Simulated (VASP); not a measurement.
Cr, 1 atom in the cell. The structure is cubic, space group Pm-3m (No. 221). The conventional cell has a = 2.470 Å, b = 2.470 Å, c = 2.470 Å, α = 90.00°, β = 90.00°, γ = 90.00°. Cr (site symmetry m-3m) has 6 Cr at 2.47 Å within 3.3 Å. This isn't the form of Cr at room conditions, which is bcc.

| Item | Value |
| --- | --- |
| Program | VASP 6.6.1 |
| Task | relaxation of cell and atoms |
| Functional | PBE |
| Potentials or basis | VASP PAW PBE potentials, release 64 (Cr_pv) |
| Cutoff | 600 eV |
| k mesh | 16 × 16 × 16 |
| Occupations | fermi-dirac, width 0.05 eV |
| Spin | collinear spin, ferromagnetic start |
| Starting moments | [3.0] μB |
| Dipole correction | no |
| Further INCAR settings | ALGO = Normal; EDIFF = 1e-06; IBRION = 2; EDIFFG = -0.005; NSW = 100; ISIF = 3 |

Potentials or basis: VASP PAW PBE potentials, release 64 (Cr_pv).

Run with:

```bash
$ cat potpaw_PBE.64/Cr_pv/POTCAR > POTCAR
$ mpirun -np 1 vasp_std > vasp.out
```

Hardware: 1 thread of Intel(R) Xeon(R) Platinum 8259CL CPU @ 2.50GHz (Skylake/Cascade Lake) (shared host).

**Question.** Estimate the wall time of this run.

**Answer.** It took 4.9 min on 1 thread of Intel(R) Xeon(R) Platinum 8259CL CPU @ 2.50GHz (Skylake/Cascade Lake), on a shared host, peak memory 0.18 GiB. Counts: scf iterations 52, k points 165, ion steps 7.
